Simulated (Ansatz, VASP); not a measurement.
One calculation of Ta, two programs

```
CELL_PARAMETERS angstrom
-1.64576 1.64576 1.64576
1.64576 -1.64576 1.64576
1.64576 1.64576 -1.64576
ATOMIC_POSITIONS crystal
Ta 0.00000 0.00000 0.00000
```

Change from the starting cell: volume scaled by 0.99.

Alike in both runs: task single point; functional PBEsol; k mesh 15 × 15 × 15; occupations fermi-dirac, width 0.05 eV; no spin polarisation.

|  | VASP | Ansatz |
| --- | --- | --- |
| version | VASP 6.6.1 | Ansatz 0.2.0 |
| potentials or method | VASP PAW PBE potentials, release 64 (Ta_pv), cutoff 520 eV | all-electron LAPW, scalar-relativistic |

Ansatz gave:

* pressure (GPa): -2.2

Question: Estimate VASP's values.

Answer: Pressure (GPa): -1.9.

VASP's potentials were made for PBE, not for PBEsol. Ansatz ran all-electron here, and VASP with PAW potentials.

Spin-orbit coupling is off throughout.
